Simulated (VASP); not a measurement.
# YZn (Fm-3m) in VASP: further runs, part 2 of 2

VASP 6.6.1.

### Step 5. Single point, LDA

This run uses another cell than the first one, of 14.31 Å³/atom.

File INCAR:

```
  PREC = Accurate
  ENCUT = 520
  EDIFF = 1E-6
  ISMEAR = -1
  SIGMA = 0.05
  LREAL = False
  LASPH = True
  NELM = 80
  ALGO = Normal
  ISIF = 2
  LWAVE = False
  LCHARG = True
  GGA = CA
  LELF = True
  LVHAR = True
  NBANDS = 18
```

File KPOINTS:

```
Automatic mesh
0
Gamma
  11 11 11
```

File POSCAR:

```
YZn
1.0
    0.0000000000      2.4276382736      2.4276382736
    2.4276382736      0.0000000000      2.4276382736
    2.4276382736      2.4276382736      0.0000000000
Y Zn
1 1
Direct
    0.0000000000      0.0000000000      0.0000000000
    0.5000000000      0.5000000000      0.5000000000
```

Potentials or basis: VASP PAW LDA potentials, release 64 (Y_sv, Zn).

On the command line:

```
$ cat potpaw_LDA.64/Y_sv/POTCAR potpaw_LDA.64/Zn/POTCAR > POTCAR
$ mpirun -np 1 vasp_std > vasp.out
```

OUTCAR:

```text
PREC = Accurate
   ENCUT = 520
   EDIFF = 1E-6
   ISMEAR = -1
   LREAL = False
   LASPH = True
   NELM = 80
   ISIF = 2
   GGA = CA

 ion  position               nearest neighbor table
   1  0.000  0.000  0.000-   2 2.43   2 2.43   2 2.43   2 2.43   2 2.43   2 2.43
   2  0.500  0.500  0.500-   1 2.43   1 2.43   1 2.43   1 2.43   1 2.43   1 2.43

  LATTYP: Found a face centered cubic cell.
 ALAT       =     4.8552765472

  Lattice vectors:

 A1 = (   0.0000000000,   2.4276382736,   2.4276382736)
 A2 = (   2.4276382736,   0.0000000000,   2.4276382736)
 A3 = (   2.4276382736,   2.4276382736,   0.0000000000)

Analysis of symmetry for initial positions (statically):
=====================================================================
 Subroutine PRICEL returns:
 Original cell was already a primitive cell.

 Routine SETGRP: Setting up the symmetry group for a
 face centered cubic supercell.

 Subroutine GETGRP returns: Found 48 space group operations
 (whereof 48 operations were pure point group operations)
 out of a pool of 48 trial point group operations.

[... 155 lines left out ...]
  ---------------------------------------------------
  ext. energy  EPLUGINS =         0.00000000
  ---------------------------------------------------
  free energy    TOTEN  =        -5.44433955 eV

  energy without entropy =       -5.41614111  energy(sigma->0) =       -5.43024033

 E-fermi :   5.6856     XC(G=0): -12.8504

 val. band max:        5.6782604723   @ k =  -0.4545   0.2727   0.0000
 cond. band min:       5.7016514608   @ k =   0.4545   0.1818   0.0000
 fundamental gap:      0.0233909886
 Fermi energy:         5.6856422294

 k-point     1 :       0.0000    0.0000    0.0000
  band No.  band energies     occupation
      1     -35.2835      2.00000
      2     -15.2076      2.00000
      3     -15.2076      2.00000
      4     -15.2076      2.00000
      5      -3.3284      2.00000
      6      -3.3284      2.00000
[... 481 lines left out ...]
      5      -3.1318      2.00000
      6      -3.0433      2.00000
[... 10 lines left out ...]
     17      15.1801      0.00000
     18      18.4878      0.00000

 [... further k-points ...]
[... 5 lines left out ...]
  --------------------------------------------------------------------------------------
  -------------------------------------------------------------------------------------
  Total       15.5143358     15.5143358     15.5143358      0.0000000     -0.0000000      0.0000000
  in kB      868.6840484    868.6840484    868.6840484      0.0000000     -0.0000000      0.0000000
  external PRESSURE =     868.6840484 kB  Pullay stress =       0.0000000 kB

 VOLUME and BASIS-vectors are now :
 -----------------------------------------------------------------------------
  energy-cutoff  :      520.00
  volume of cell :       28.61
      direct lattice vectors                 reciprocal lattice vectors
     0.000000000  2.427638274  2.427638274    -0.205961492  0.205961492  0.205961492
     2.427638274  0.000000000  2.427638274     0.205961492 -0.205961492  0.205961492
     2.427638274  2.427638274  0.000000000     0.205961492  0.205961492 -0.205961492

 POSITION                                       TOTAL-FORCE (eV/Angst)
 -----------------------------------------------------------------------------------
      0.00000      0.00000      0.00000        -0.000000      0.000000     -0.000000
      2.42764      2.42764      2.42764         0.000000      0.000000      0.000000
 -----------------------------------------------------------------------------------
    total drift:                                0.000000      0.000000      0.000000

  FREE ENERGIE OF THE ION-ELECTRON SYSTEM (eV)
  ---------------------------------------------------
  free  energy   TOTEN  =        -5.4443395514 eV

  energy  without entropy=       -5.4161411052  energy(sigma->0) =       -5.43024033
```

OSZICAR:

```text
N       E                     dE             d eps       ncg     rms          rms(c)
DAV:   1     0.125362034562E+03    0.12536E+03   -0.12152E+04  2034   0.174E+03
DAV:   2     0.621640441292E+00   -0.12474E+03   -0.12135E+03  2110   0.341E+02
DAV:   3    -0.564291486464E+01   -0.62646E+01   -0.61636E+01  2382   0.713E+01
DAV:   4    -0.578040006041E+01   -0.13749E+00   -0.13705E+00  2496   0.810E+00
DAV:   5    -0.578314279506E+01   -0.27427E-02   -0.27423E-02  2316   0.108E+00    0.636E+01
DAV:   6    -0.547909221870E+01    0.30405E+00   -0.12720E+00  2182   0.196E+01    0.358E+01
DAV:   7    -0.548022470738E+01   -0.11325E-02   -0.63909E-01  2974   0.111E+01    0.630E+00
DAV:   8    -0.544598082994E+01    0.34244E-01   -0.14683E-01  2260   0.659E+00    0.107E+00
DAV:   9    -0.544447910316E+01    0.15017E-02   -0.23556E-02  2226   0.135E+00    0.659E-01
DAV:  10    -0.544435288911E+01    0.12621E-03   -0.32727E-03  2416   0.735E-01    0.198E-01
DAV:  11    -0.544434206182E+01    0.10827E-04   -0.15769E-04  2370   0.179E-01    0.618E-02
DAV:  12    -0.544434002243E+01    0.20394E-05   -0.38245E-05  2766   0.596E-02    0.419E-02
DAV:  13    -0.544433955138E+01    0.47105E-06   -0.69610E-06  2180   0.282E-02
   1 F= -.54443396E+01 E0= -.54302403E+01  d E =-.281984E-01
```

stdout:

```text
POSCAR found type information on POSCAR Y Zn
 POSCAR found :  2 types and       2 ions
 scaLAPACK will be used
 LDA part: xc-table for (Slater(with rela. corr.)+CA(PZ))
 , standard interpolation
 POSCAR, INCAR and KPOINTS ok, starting setup
 FFT: planning ... GRIDC
 FFT: planning ... GRID_SOFT
 FFT: planning ... GRID
 WAVECAR not read
 entering main loop
```

Run time: 60 s. Hardware: 1 thread of Intel Xeon 8259CL, shared host; peak memory 0.18 GiB.

What came out:

| Quantity | Value |
| --- | --- |
| Free energy | -5.4443 eV |
| Pressure | 86.9 GPa |
| Band gap on the k mesh | zero (an odd number of electrons rules out a gap without spin polarisation) |

Levels at points of the mesh, in eV from the Fermi level:
```tsv
k point	band 10	band 11	band 12	band 13	band 14	band 15
(0.00, 0.00, 0.00)	-8.06	2.38	2.38	2.38	4.80	4.80
```

Caveat: the cell stands under pressure.

### Step 6. Single point, LDA (14.31 Å³/atom)

This run uses another cell than the first one, of 14.31 Å³/atom.

File INCAR:

```
  ALGO = Normal
  EDIFF = 1E-7
  ENCUT = 520
  ISIF = 2
  ISMEAR = -1
  LASPH = True
  LCHARG = False
  LREAL = False
  LWAVE = False
  NBANDS = 18
  NELM = 60
  PREC = Accurate
  SIGMA = 0.05
```

File KPOINTS:

```
k-points
0
Gamma
  11 11 11
```

POSCAR is that of step 5.

Potentials or basis: VASP PAW LDA potentials, release 64 (Y_sv, Zn).

On the command line:

```
$ cat potpaw_LDA.64/Y_sv/POTCAR potpaw_LDA.64/Zn/POTCAR > POTCAR
$ mpirun -np 1 vasp_std > vasp.out
```

Wall time 69 s (1 thread of Intel Xeon 8259CL, shared host); peak memory 0.18 GiB.

It converged, with:

```yaml
Free_energy: -5.4443 eV
Pressure: 86.8 GPa
Band_gap_on_the_k_mesh: zero (an odd number of electrons rules out a gap without spin polarisation)
```

Levels at points of the mesh, in eV from the Fermi level:
```tsv
k point	band 10	band 11	band 12	band 13	band 14	band 15
(0.00, 0.00, 0.00)	-8.06	2.38	2.38	2.38	4.80	4.80
```

Caveat: the cell stands under pressure.

The gap in the log of VASP goes by the Fermi energy; the results here count the filled bands.